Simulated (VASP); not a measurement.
# AlN: relaxation of the atoms with PBEsol

**Measured values to compare with.**

“Structural and optical properties of self-assembled AlN nanowires grown on SiO2/Si substrates by molecular beam epitaxy”, 2024, arxiv:2402.00216 quotes, for a bulk crystal of AlN at 0 K: band gap 6.0343 eV (an exciton energy, a little under the gap).

Crystal: AlN.

```
Al N
1.0
     3.11382    0.00000    0.00000
    -1.55691    2.69665    0.00000
     0.00000    0.00000    4.98359
Al N
2 2
Direct
  0.33333 0.66667 0.00151
  0.66667 0.33333 0.50151
  0.33333 0.66667 0.38349
  0.66667 0.33333 0.88349
```

```
Program                : VASP 6.6.1
Task                   : relaxation of the atoms
Functional             : PBEsol
Potentials or basis    : VASP PAW PBE potentials, release 64 (Al, N)
Cutoff                 : 520 eV
k mesh                 : 12 × 12 × 8
Occupations            : gaussian, width 0.05 eV
Spin                   : no spin polarisation
Dipole correction      : no
Further INCAR settings : ALGO = Normal; EDIFF = 1e-07; IBRION = 2; EDIFFG = -0.001; NSW = 60
```

- Pressure after relaxing: 0.0 GPa
- Band gap on the k mesh: 4.11 eV, direct

Final structure:
```
CELL_PARAMETERS angstrom
3.11382 0.00000 0.00000
-1.55691 2.69665 0.00000
0.00000 0.00000 4.98359
ATOMIC_POSITIONS crystal
Al 0.33333 0.66667 0.00151
Al 0.66667 0.33333 0.50151
N 0.33333 0.66667 0.38349
N 0.66667 0.33333 0.88349
```

Levels at points of the mesh, in eV from the valence-band top:
| k point | band 6 | band 7 | band 8 | band 9 | band 10 | band 11 |
| --- | --- | --- | --- | --- | --- | --- |
| (0.00, 0.00, 0.00) | -0.22 | -0.22 | 0.00 | 4.11 | 6.55 | 10.49 |
| (0.50, 0.00, 0.00) | -2.11 | -1.81 | -0.70 | 5.67 | 5.67 | 8.07 |
| (0.00, 0.00, 0.50) | -0.56 | -0.56 | -0.56 | 6.37 | 6.37 | 10.20 |
| (0.50, 0.00, 0.50) | -1.49 | -1.38 | -1.38 | 5.17 | 5.17 | 9.12 |

Run time: 32 s on 1 thread of Intel(R) Xeon(R) Platinum 8488C (Sapphire Rapids), on a shared host, peak memory 0.18 GiB.

Measured gap of AlN: 6.0343 eV (an exciton energy, a little under the gap; 0 K; quoted in “Structural and optical properties of self-assembled AlN nanowires grown on SiO2/Si substrates by molecular beam epitaxy”, 2024, arxiv:2402.00216). This calculation gives 4.11 eV (-1.92 eV). 2 values of this kind are on record (6.034 to 6.0343 eV); this one was drawn at random. The value is that of PBEsol on a finite k mesh, which can miss the band edges, without temperature or zero-point motion. Semilocal functionals fall short of measured gaps as a rule.

Caveat: the relaxation stopped at its first step, so nothing moved; the PAW data sets were made with another functional, which shifts forces and pressure a little.
